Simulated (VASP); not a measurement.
# CdI2 (P-3m1) in VASP: single point with PBEsol

Aim: the single point of CdI2 with PBEsol.

Program: VASP 6.6.1. These are calculated values, not measurements. Logs are shortened: lines on timing, memory, paths and dates and some standing lists are left out, and cuts for length are marked.

### Step 1. The cell of the first run

It takes space group P-3m1 (No. 164, trigonal). Conventional cell: a = 4.244 Å, b = 4.244 Å, c = 6.859 Å, α = 90.00°, β = 90.00°, γ = 120.00°. Cd (site symmetry -3m) has 6 I at 2.99 Å within 3.9 Å. I (site symmetry 3m) has 3 Cd at 2.99 Å within 3.9 Å.

### Step 2. Single point, PBEsol

File INCAR:

```
SYSTEM = CdI2
  PREC = Accurate
  ENCUT = 500
  EDIFF = 1E-6
  ISMEAR = -1
  SIGMA = 0.03
  LREAL = .FALSE.
  LASPH = .TRUE.
  NELM = 120
  ALGO = Normal
  ISIF = 2
  LWAVE = .FALSE.
  LCHARG = .FALSE.
  GGA = PS
  NBANDS = 20
  GGA_COMPAT = .FALSE.
```

File KPOINTS:

```
Automatic mesh
0
G
  8 8 5
  0 0 0
```

File POSCAR:

```
CdI2
1.0
    4.2439992147      0.0000000000      0.0000000000
   -2.1219996073      3.6754111335      0.0000000000
    0.0000000000      0.0000000000      6.8590000000
Cd I
1 2
Direct
    0.0000000000      0.0000000000      0.0000000000
    0.3333333333      0.6666666667      0.2492000000
    0.6666666667      0.3333333333      0.7508000000
```

Potentials or basis: VASP PAW PBE potentials, release 64 (Cd, I).

The run is started by

```console
$ cat potpaw_PBE.64/Cd/POTCAR potpaw_PBE.64/I/POTCAR > POTCAR
$ mpirun -np 1 vasp_std > vasp.out
```

OUTCAR:

```text
SYSTEM = CdI2
   PREC = Accurate
   ENCUT = 500
   EDIFF = 1E-6
   ISMEAR = -1
   LREAL = .FALSE.
   LASPH = .TRUE.
   NELM = 120
   ISIF = 2
   GGA = PS

 ion  position               nearest neighbor table
   1  0.000  0.000  0.000-   2 2.99   3 2.99   2 2.99   3 2.99   3 2.99   2 2.99
   2  0.333  0.667  0.249-   1 2.99   1 2.99   1 2.99
   3  0.667  0.333  0.751-   1 2.99   1 2.99   1 2.99

  LATTYP: Found a hexagonal cell.
 ALAT       =     4.2439992147
 C/A-ratio  =     1.6161642953

  Lattice vectors:

 A1 = (   4.2439992147,   0.0000000000,   0.0000000000)
 A2 = (  -2.1219996073,   3.6754111335,   0.0000000000)
 A3 = (   0.0000000000,   0.0000000000,   6.8590000000)

Analysis of symmetry for initial positions (statically):
=====================================================================
 Subroutine PRICEL returns:
 Original cell was already a primitive cell.

 Routine SETGRP: Setting up the symmetry group for a
 hexagonal supercell.

 Subroutine GETGRP returns: Found 12 space group operations
 (whereof 12 operations were pure point group operations)
 out of a pool of 24 trial point group operations.

The static configuration has the point symmetry D_3d.

Analysis of symmetry for dynamics (positions and initial velocities):
=====================================================================
 Subroutine PRICEL returns:
 Original cell was already a primitive cell.

 Routine SETGRP: Setting up the symmetry group for a
 hexagonal supercell.

 Subroutine GETGRP returns: Found 12 space group operations
 (whereof 12 operations were pure point group operations)
 out of a pool of 24 trial point group operations.

The dynamic configuration has the point symmetry D_3d.

 Subroutine INISYM returns: Found 12 space group operations
 (whereof 12 operations are pure point group operations),
 and found     1 'primitive' translations

----------------------------------------------------------------------------------------

                                     Primitive cell

  volume of cell :     106.9897

  direct lattice vectors                    reciprocal lattice vectors
     4.243999215  0.000000000  0.000000000     0.235626811  0.136039203  0.000000000
    -2.121999607  3.675411133  0.000000000     0.000000000  0.272078405  0.000000000
     0.000000000  0.000000000  6.859000000     0.000000000  0.000000000  0.145793847

  length of vectors
     4.243999215  4.243999215  6.859000000     0.272078405  0.272078405  0.145793847

[... 81 lines left out ...]
   NELM   =    120;   NELMIN=  2; NELMDL= -5     # of ELM steps
   EDIFF  = 0.1E-05   stopping-criterion for ELM
   LREAL  =      F    real-space projection
   EDIFFG = 0.1E-04   stopping-criterion for IOM
   NSW    =      0    number of steps for IOM
   IBRION =     -1    ionic relax: 0-MD 1-quasi-New 2-CG
   NFREE  =      0    steps in history (QN), initial steepest desc. (CG)
   ISIF   =      2    stress and relaxation
   ISYM   =      2    0-nonsym 1-usesym 2-fastsym
   POTIM  = 0.5000    time-step for ionic-motion
   TEBEG  =    0.0;   TEEND  =   0.0 temperature during run
   PSTRESS=    0.0 pullay stress
   NELECT =      26.0000    total number of electrons
   NUPDOWN=      -1.0000    fix difference up-down
   EMIN   =  10.00;   EMAX   =-10.00  energy-range for DOS
   EFERMI =   0.00;   METHOD = LEGACY
   ISMEAR =    -1;   SIGMA  =   0.03  broadening in eV -4-tet -1-fermi 0-gaus
   EFERMI_NEDOS =   21; number of points for ismear=-14 and -15
   IALGO  =     38    algorithm
   IMIX   =      4    mixing-type and parameters
     AMIX     =   0.40;   BMIX     =  1.00
     AMIX_MAG =   1.60;   BMIX_MAG =  1.00
  volume/ion in A,a.u.               =      35.66       240.67
  Fermi-wavevector in a.u.,A,eV,Ry     =   1.021610  1.930564 14.200233  1.043688
  Thomas-Fermi vector in A             =   2.155244
   LORBIT       =      0    0 simple, 1 ext, 2 COOP (PROOUT), +10 PAW based schemes
   GGA     = PS    functional components
   LHFCALC =     F    Hartree Fock is set to
   AEXX    =    0.0000 exact exchange contribution
   IVDW    =     0    specifies the selected vdW correction
   LEPSILON=     F    determine dielectric tensor
   LRPA    =     F    only Hartree local field effects (RPA)
 non-spin polarized calculation
  energy-cutoff  :      500.00
  volume of cell :      106.99
 maximum number of plane-waves:      2731
 NGX is ok and might be reduce to    32
   NGX = 15   NGY = 15   NGZ = 25

 number of electron      25.9999995 magnetization

 Free energy of the ion-electron system (eV)
  ---------------------------------------------------
  ext. energy  EPLUGINS =         0.00000000
  ---------------------------------------------------
  free energy    TOTEN  =        -6.37491865 eV

  energy without entropy =       -6.37491865  energy(sigma->0) =       -6.37491865

 E-fermi :   2.5872     XC(G=0):  -8.7568

 val. band max:        1.9218316381   @ k =   0.1250   0.0000   0.2000
 cond. band min:       4.2101966101   @ k =   0.5000   0.0000   0.4000
 fundamental gap:      2.2883649720
 Fermi energy:         2.5872329583

 k-point     1 :       0.0000    0.0000    0.0000
  band No.  band energies     occupation
      1     -10.2594      2.00000
      2      -9.5410      2.00000
      3      -5.6447      2.00000
      4      -5.6447      2.00000
      5      -5.5273      2.00000
      6      -5.4389      2.00000
[... 541 lines left out ...]
     19       9.5586      0.00000
     20      10.8730      0.00000

 [... further k-points ...]

------------------------ aborting loop because EDIFF is reached ----------------------------------------

  FORCE on cell =-STRESS in cart. coord.  units (eV):
  Direction    XX          YY          ZZ          XY          YZ          ZX
  --------------------------------------------------------------------------------------
  -------------------------------------------------------------------------------------
  Total       -0.2257231     -0.2257231     -0.1138662     -0.0000000      0.0000000      0.0000000
  in kB       -3.3802171     -3.3802171     -1.7051538     -0.0000000      0.0000000      0.0000000
  external PRESSURE =      -2.8218627 kB  Pullay stress =       0.0000000 kB

 VOLUME and BASIS-vectors are now :
 -----------------------------------------------------------------------------
  energy-cutoff  :      500.00
  volume of cell :      106.99
      direct lattice vectors                 reciprocal lattice vectors
     4.243999215  0.000000000  0.000000000     0.235626811  0.136039203  0.000000000
    -2.121999607  3.675411133  0.000000000     0.000000000  0.272078405  0.000000000
     0.000000000  0.000000000  6.859000000     0.000000000  0.000000000  0.145793847

 POSITION                                       TOTAL-FORCE (eV/Angst)
 -----------------------------------------------------------------------------------
      0.00000      0.00000      0.00000        -0.000000      0.000000      0.000000
     -0.00000      2.45027      1.70926        -0.000000     -0.000000     -0.069689
      2.12200      1.22514      5.14974         0.000000      0.000000      0.069689
 -----------------------------------------------------------------------------------
    total drift:                                0.000000     -0.000000      0.000000

  FREE ENERGIE OF THE ION-ELECTRON SYSTEM (eV)
  ---------------------------------------------------
  free  energy   TOTEN  =        -6.3749186491 eV

  energy  without entropy=       -6.3749186491  energy(sigma->0) =       -6.37491865
```

Wall time 76 s (1 thread of Intel Xeon Platinum 8375C at 2.90GHz (Ice Lake), shared host); peak memory 0.26 GiB.

Results:

```
Free energy            : -6.3749 eV
Pressure               : -0.3 GPa
Largest force          : 0.070 eV/Å
Band gap on the k mesh : 2.29 eV, indirect (least direct gap 2.50 eV)
```

Forces on the atoms (eV/Å):
```
Cd   0.000  0.000  0.000
I    0.000  0.000 -0.070
I    0.000  0.000  0.070
```

Stress tensor (GPa, compression positive):
```
-0.34  0.00  0.00
 0.00 -0.34  0.00
 0.00  0.00 -0.17
```

Caveat: the PAW data sets were made with another functional, which shifts forces and pressure a little; spin-orbit coupling is left out, which moves the levels of the heavy elements; this functional lacks dispersion, which binds the layers, so the pressure and a relaxed spacing across them are unreliable. A k mesh can miss the band edges.
